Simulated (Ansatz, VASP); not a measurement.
AgRh in VASP and in Ansatz

```xyz
2
Lattice="2.7400 0.0000 0.0000 -1.3700 2.3730 0.0000 0.0000 0.0000 4.7436" Properties=species:S:1:pos:R:3 pbc="T T T"
Ag    0.0000    0.0000    2.3718
Rh    1.3700    0.7910    0.0000
```

Change from the starting cell: volume scaled by 0.96, PAW files.

Alike in both runs: task single point; functional PBE; k mesh 14 × 14 × 7; occupations fermi-dirac, width 0.05 eV; collinear spin.

|  | VASP | Ansatz |
| --- | --- | --- |
| version | VASP 6.6.1 | Ansatz 0.2.0 |
| potentials or method | VASP PAW PBE potentials, release 64 (Ag, Rh_pv) | PAW with Ansatz's default frozen-core files, scalar-relativistic |
| plane-wave cutoff (eV) | 520 | 420 |
| valence electrons in the cell | 26 | 36 |

|  | VASP | Ansatz | Ansatz less VASP |
| --- | --- | --- | --- |
| pressure (GPa) | 4.4 | 4.6 | +0.17 |
| traceless stress, the component that is largest in VASP (GPa) | -1.28 | -1.30 | -0.019 |
| net moment per atom (μB) | 0.21 | 0.21 | 0.000 |
| size of the moment on the site where the two differ most (μB) | 0.41 | 0.41 | -0.008 |

Site moments also hang on the region over which each program counts them. VASP's potentials hold 26 valence electrons a cell and Ansatz's 36, so a difference there can come from the potentials and not from the codes.
